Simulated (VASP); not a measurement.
# Rh (P6_3/mmc) in VASP: further runs

Runs on Rh. Level: r2SCAN. Tasks: single point.

Everything below comes from runs of VASP 6.6.1. Logs are shortened: lines on timing, memory, paths and dates and some standing lists are left out, and cuts for length are marked.

## (1) The cell of the first run

Symmetry: P6_3/mmc, No. 194, hexagonal system. The conventional cell has a = 2.649 Å, b = 2.649 Å, c = 8.745 Å, α = 90.00°, β = 90.00°, γ = 120.00°. Within 3.5 Å of Rh (site symmetry -3m) lie 12 Rh at 2.65 to 2.67 Å. Within 3.5 Å of Rh (site symmetry -6m2) lie 12 Rh at 2.65 to 2.67 Å.

This isn't the form of Rh at room conditions, which is fcc.

## (2) Single point, r2SCAN

Contents of POSCAR:

```
Rh
1.0
    2.6485944474     -0.0000002840      0.0000000000
   -1.3242969777      2.2937502178      0.0000000000
    0.0000000000      0.0000000000      8.7454207927
Rh
4
Direct
    0.0000000000      0.0000000000      0.0000000000
    0.3333333333      0.6666666667      0.2500000000
    0.0000000000      0.0000000000      0.5000000000
    0.6666666667      0.3333333333      0.7500000000
```

Contents of INCAR.step1:

```
ALGO = Normal
EDIFF = 1E-4
ENCUT = 520
GGA = PE
ISMEAR = 1
LASPH = True
LCHARG = False
LREAL = False
LWAVE = True
NBANDS = 38
NELM = 60
PREC = Accurate
SIGMA = 0.3
```

Contents of INCAR.step2:

```
ALGO = Normal
EDIFF = 1E-7
ENCUT = 520
ISIF = 2
ISMEAR = 1
ISTART = 1
LASPH = True
LCHARG = False
LMIXTAU = True
LREAL = False
LWAVE = False
METAGGA = R2SCAN
NBANDS = 38
NELM = 60
PREC = Accurate
SIGMA = 0.3
```

Contents of KPOINTS:

```
k-points
0
Gamma
  7 7 2
```

Potentials or basis: VASP PAW PBE potentials, release 64 (Rh_pv).

On the command line:

```console
$ cat potpaw_PBE.64/Rh_pv/POTCAR > POTCAR
$ cp INCAR.step1 INCAR
$ mpirun -np 1 vasp_std > vasp.out
$ cp INCAR.step2 INCAR
$ mpirun -np 1 vasp_std > vasp.out
```

OUTCAR:

```text
EDIFF = 1E-7
   ENCUT = 520
   ISIF = 2
   ISMEAR = 1
   ISTART = 1
   LASPH = True
   LREAL = False
   METAGGA = R2SCAN
   NELM = 60
   PREC = Accurate

 ion  position               nearest neighbor table
   1  0.000  0.000  0.000-   2 2.67   4 2.67   4 2.67   2 2.67   4 2.67   2 2.67
   2  0.333  0.667  0.250-   1 2.67   3 2.67   1 2.67   3 2.67   1 2.67   3 2.67
   3  0.000  0.000  0.500-   2 2.67   4 2.67   4 2.67   2 2.67   4 2.67   2 2.67
   4  0.667  0.333  0.750-   1 2.67   3 2.67   1 2.67   3 2.67   1 2.67   3 2.67

  LATTYP: Found a hexagonal cell.
 ALAT       =     2.6485944474
 C/A-ratio  =     3.3019101136

  Lattice vectors:

 A1 = (   2.6485944474,  -0.0000002840,   0.0000000000)
 A2 = (  -1.3242969777,   2.2937502178,   0.0000000000)
 A3 = (   0.0000000000,   0.0000000000,   8.7454207927)

Analysis of symmetry for initial positions (statically):
=====================================================================
 Subroutine PRICEL returns:
 Original cell was already a primitive cell.

 Routine SETGRP: Setting up the symmetry group for a
 hexagonal supercell.

 Subroutine GETGRP returns: Found 24 space group operations
 (whereof 12 operations were pure point group operations)
 out of a pool of 24 trial point group operations.

The static configuration has the point symmetry D_3d.
 The point group associated with its full space group is D_6h.

Analysis of symmetry for dynamics (positions and initial velocities):
=====================================================================
 Subroutine PRICEL returns:
 Original cell was already a primitive cell.

 Routine SETGRP: Setting up the symmetry group for a
 hexagonal supercell.

 Subroutine GETGRP returns: Found 24 space group operations
 (whereof 12 operations were pure point group operations)
 out of a pool of 24 trial point group operations.

The dynamic configuration has the point symmetry D_3d.
 The point group associated with its full space group is D_6h.

 Subroutine INISYM returns: Found 24 space group operations
 (whereof 12 operations are pure point group operations),
 and found     1 'primitive' translations

----------------------------------------------------------------------------------------

                                     Primitive cell

  volume of cell :      53.1303

  direct lattice vectors                    reciprocal lattice vectors
     2.648594447 -0.000000284  0.000000000     0.377558770  0.217983604  0.000000000
    -1.324296978  2.293750218  0.000000000     0.000000047  0.435967288  0.000000000
     0.000000000  0.000000000  8.745420793     0.000000000  0.000000000  0.114345556

  length of vectors
     2.648594447  2.648594447  8.745420793     0.435967288  0.435967288  0.114345556

  position of ions in fractional coordinates (direct lattice)
     0.000000000  0.000000000  0.000000000
     0.333333333  0.666666667  0.250000000
     0.000000000  0.000000000  0.500000000
     0.666666667  0.333333333  0.750000000

  ion indices of the primitive-cell ions
   primitive index   ion index
                 1           1
                 2           2
                 3           3
                 4           4

----------------------------------------------------------------------------------------

 KPOINTS: k-points

Automatic generation of k-mesh.
 Grid dimensions read from file:
 generate k-points for:    7    7    2

 Generating k-lattice:

  Cartesian coordinates                     Fractional coordinates (reciprocal lattice)
     0.053936967  0.031140515  0.000000000     0.142857143  0.000000000  0.000000000
     0.000000007  0.062281041  0.000000000     0.000000000  0.142857143  0.000000000
     0.000000000  0.000000000  0.057172778     0.000000000  0.000000000  0.500000000

  Length of vectors
     0.062281041  0.062281041  0.057172778

  Shift w.r.t. Gamma in fractional coordinates (k-lattice)
     0.000000000  0.000000000  0.000000000

 Subroutine IBZKPT returns following result:
 ===========================================

 Found     16 irreducible k-points:

 Following reciprocal coordinates:
            Coordinates               Weight
  0.000000  0.000000  0.000000      1.000000
  0.142857  0.000000  0.000000      6.000000
  0.285714  0.000000  0.000000      6.000000
  0.428571  0.000000  0.000000      6.000000
  0.142857  0.142857  0.000000      6.000000
  0.285714  0.142857  0.000000     12.000000
[... 8 lines left out ...]
  0.428571  0.142857  0.500000      6.000000
  0.285714  0.285714  0.500000      6.000000
   k-points           NKPTS =     16   k-points in BZ     NKDIM =     16   number of bands    NBANDS=     38
   number of dos      NEDOS =    301   number of ions     NIONS =      4
   total plane-waves  NPLWV =  28000
   dimension x,y,z NGX =    20 NGY =   20 NGZ =   70
   dimension x,y,z NGXF=    40 NGYF=   40 NGZF=  140
   ions per type =               4
   NGX,Y,Z   is equivalent  to a cutoff of  12.55, 12.55, 13.31 a.u.
   NGXF,Y,Z  is equivalent  to a cutoff of  25.11, 25.11, 26.61 a.u.
 SYSTEM =  unknown system
   PREC   = accura    normal or accurate (medium, high low for compatibility)
   ISTART =      1    job   : 0-new  1-cont  2-samecut
   ICHARG =      0    charge: 1-file 2-atom 10-const
   ISPIN  =      1    spin polarized calculation?
   LNONCOLLINEAR =      F non collinear calculations
   LSORBIT =      F    spin-orbit coupling
   LASPH  =      T    aspherical Exc in radial PAW
   ENCUT  =  520.0 eV  38.22 Ry    6.18 a.u.   4.92  4.92 16.26*2*pi/ulx,y,z
   NELM   =     60;   NELMIN=  2; NELMDL=  0     # of ELM steps
   EDIFF  = 0.1E-06   stopping-criterion for ELM
   LREAL  =      F    real-space projection
   EDIFFG = 0.1E-05   stopping-criterion for IOM
   NSW    =      0    number of steps for IOM
   IBRION =     -1    ionic relax: 0-MD 1-quasi-New 2-CG
   NFREE  =      0    steps in history (QN), initial steepest desc. (CG)
   ISIF   =      2    stress and relaxation
   ISYM   =      2    0-nonsym 1-usesym 2-fastsym
   POTIM  = 0.5000    time-step for ionic-motion
   TEBEG  =    0.0;   TEEND  =   0.0 temperature during run
   PSTRESS=    0.0 pullay stress
   NELECT =      60.0000    total number of electrons
   NUPDOWN=      -1.0000    fix difference up-down
   EMIN   =  10.00;   EMAX   =-10.00  energy-range for DOS
   EFERMI =   0.00;   METHOD = LEGACY
   ISMEAR =     1;   SIGMA  =   0.30  broadening in eV -4-tet -1-fermi 0-gaus
   EFERMI_NEDOS =   21; number of points for ismear=-14 and -15
   IALGO  =     38    algorithm
   IMIX   =      4    mixing-type and parameters
     AMIX     =   0.40;   BMIX     =  1.00
     AMIX_MAG =   1.60;   BMIX_MAG =  1.00
  volume/ion in A,a.u.               =      13.28        89.64
  Fermi-wavevector in a.u.,A,eV,Ry     =   1.704817  3.221637 39.543997  2.906402
  Thomas-Fermi vector in A             =   2.784151
   LORBIT       =      0    0 simple, 1 ext, 2 COOP (PROOUT), +10 PAW based schemes
   METAGGA = R2SCAN    functional components
   LHFCALC =     F    Hartree Fock is set to
   AEXX    =    0.0000 exact exchange contribution
   IVDW    =     0    specifies the selected vdW correction
   LEPSILON=     F    determine dielectric tensor
   LRPA    =     F    only Hartree local field effects (RPA)
 non-spin polarized calculation
 Methfessel and Paxton  Order N= 1 SIGMA  =   0.30
  energy-cutoff  :      520.00
  volume of cell :       53.13
 maximum number of plane-waves:      1463
 NGX is ok and might be reduce to    20
   NGX =  9   NGY =  9   NGZ = 33

 number of electron      59.9999997 magnetization

 Free energy of the ion-electron system (eV)
  ---------------------------------------------------
  ext. energy  EPLUGINS =         0.00000000
  ---------------------------------------------------
  free energy    TOTEN  =       -96.51879859 eV

  energy without entropy =      -96.52969376  energy(sigma->0) =      -96.52243031

 E-fermi :  12.4534     XC(G=0): -15.4560

 val. band max:       12.4221834064   @ k =   0.1429   0.1429   0.0000
 cond. band min:      12.4960360195   @ k =   0.1429   0.0000   0.0000
 fundamental gap:      0.0738526131
 Fermi energy:        12.4533678018

 k-point     1 :       0.0000    0.0000    0.0000
  band No.  band energies     occupation
      1     -36.2942      2.00000
      2     -35.8950      2.00000
      3     -35.8465      2.00000
      4     -35.5674      2.00000
      5     -35.5674      2.00000
      6     -35.5309      2.00000
[... 30 lines left out ...]
     37      21.6472      0.00000
     38      27.6153      0.00000

 k-point     2 :       0.1429    0.0000    0.0000
  band No.  band energies     occupation
      1     -36.2389      2.00000
      2     -35.9116      2.00000
      3     -35.8791      2.00000
      4     -35.6970      2.00000
      5     -35.6229      2.00000
      6     -35.6077      2.00000
[... 30 lines left out ...]
     37      21.5291      0.00000
     38      28.3629      0.00000

 k-point     3 :       0.2857    0.0000    0.0000
  band No.  band energies     occupation
      1     -36.1194      2.00000
      2     -36.0878      2.00000
      3     -36.0287      2.00000
      4     -35.9751      2.00000
      5     -35.8930      2.00000
      6     -35.6965      2.00000
[... 30 lines left out ...]
     37      21.4262      0.00000
     38      25.8660      0.00000

 k-point     4 :       0.4286    0.0000    0.0000
  band No.  band energies     occupation
      1     -36.3088      2.00000
      2     -36.2609      2.00000
      3     -36.1976      2.00000
      4     -36.1239      2.00000
      5     -35.8994      2.00000
      6     -35.7616      2.00000
[... 30 lines left out ...]
     37      22.4648      0.00000
     38      22.7430      0.00000
[... 375 lines left out ...]
      4     -36.1062      2.00000
      5     -35.8456      2.00000
      6     -35.8456      2.00000
[... 30 lines left out ...]
     37      24.0615      0.00000
     38      24.0615      0.00000

 k-point    15 :       0.4286    0.1429    0.5000
  band No.  band energies     occupation
      1     -36.2559      2.00000
      2     -36.2559      2.00000
      3     -36.1823      2.00000
      4     -36.1823      2.00000
      5     -35.8538      2.00000
      6     -35.8538      2.00000
[... 30 lines left out ...]
     37      22.6588      0.00000
     38      22.6588      0.00000

 k-point    16 :       0.2857    0.2857    0.5000
  band No.  band energies     occupation
      1     -36.1598      2.00000
      2     -36.1598      2.00000
      3     -36.1197      2.00000
      4     -36.1197      2.00000
      5     -35.9463      2.00000
      6     -35.9463      2.00000
[... 30 lines left out ...]
     37      22.2407      0.00000
     38      22.2407      0.00000

------------------------ aborting loop because EDIFF is reached ----------------------------------------

  FORCE on cell =-STRESS in cart. coord.  units (eV):
  Direction    XX          YY          ZZ          XY          YZ          ZX
  --------------------------------------------------------------------------------------
  -------------------------------------------------------------------------------------
  Total        3.6286474      3.6286474      3.9866796      0.0000000      0.0000000      0.0000000
  in kB      109.4241250    109.4241250    120.2208102      0.0000000      0.0000000      0.0000000
  external PRESSURE =     113.0230201 kB  Pullay stress =       0.0000000 kB

 VOLUME and BASIS-vectors are now :
 -----------------------------------------------------------------------------
  energy-cutoff  :      520.00
  volume of cell :       53.13
      direct lattice vectors                 reciprocal lattice vectors
     2.648594447 -0.000000284  0.000000000     0.377558770  0.217983604  0.000000000
    -1.324296978  2.293750218  0.000000000     0.000000047  0.435967288  0.000000000
     0.000000000  0.000000000  8.745420793     0.000000000  0.000000000  0.114345556

 POSITION                                       TOTAL-FORCE (eV/Angst)
 -----------------------------------------------------------------------------------
      0.00000      0.00000      0.00000         0.000000      0.000000      0.000000
      0.00000      1.52917      2.18636        -0.000000      0.000000      0.000000
      0.00000      0.00000      4.37271         0.000000      0.000000      0.000000
      1.32430      0.76458      6.55907        -0.000000     -0.000000     -0.000000
 -----------------------------------------------------------------------------------
    total drift:                                0.000000     -0.000000      0.000000

  FREE ENERGIE OF THE ION-ELECTRON SYSTEM (eV)
  ---------------------------------------------------
  free  energy   TOTEN  =       -96.5187985852 eV

  energy  without entropy=      -96.5296937616  energy(sigma->0) =      -96.52243031
```

It took 4.9 min on 1 thread of Intel Xeon 8259CL, shared host; peak memory 0.15 GiB.

What came out:

```
Free energy            : -96.5188 eV
Pressure               : 11.3 GPa
Band gap on the k mesh : zero (bands 30 and 31 overlap by 1.89 eV)
```

Stress tensor (GPa, compression positive):
```
10.94  0.00  0.00
 0.00 10.94  0.00
 0.00  0.00 12.02
```

Caveat: the k points lie up to 0.39 Å⁻¹ apart, too coarse for converged energies and pressures of a metal; the PAW data sets were made with another functional, which shifts forces and pressure a little.

(Part 1 of 2 ends here.)

The gap in the log of VASP goes by the Fermi energy; the results here count the filled bands.